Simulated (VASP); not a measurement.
A run of VASP 6.6.1:

File INCAR:

```
SYSTEM = F
PREC = Accurate
ENCUT = 910
EDIFF = 1E-6
ISMEAR = 0
SIGMA = 0.05
LREAL = .FALSE.
LASPH = .TRUE.
NELM = 120
ALGO = Normal
ISIF = 2
LWAVE = .FALSE.
LCHARG = .FALSE.
GGA = PS
NBANDS = 22
GGA_COMPAT = .FALSE.
```

KPOINTS

```
regular mesh
0
G
  4 4 2
  0 0 0
```

POSCAR

```
F
1.0
    3.1832260196     -1.8003435261     -0.2455178518
    3.1832260196      1.8003435261     -0.2455178518
   -2.4022725076      0.0000000000      7.2134990064
F
4
Direct
    0.0848459664      0.0848459664      0.0940038325
    0.9151540336      0.9151540336      0.9059961675
    0.5015719855      0.5015719855      0.5937195244
    0.4984280145      0.4984280145      0.4062804756
```

Potentials or basis: VASP PAW PBE potentials, release 64 (F_h).

Run with:

```bash
$ cat potpaw_PBE.64/F_h/POTCAR > POTCAR
$ mpirun -np 1 vasp_std > vasp.out
```

Hardware: 1 thread of AMD EPYC 7R43 64-Core Processor (Zen 3), on a shared host.

How long does it take, and how much memory?

Wall time 63 s on 1 thread of AMD EPYC 7R43 64-Core Processor (Zen 3), on a shared host, peak memory 0.27 GiB. Counts: scf iterations 13, k points 14.
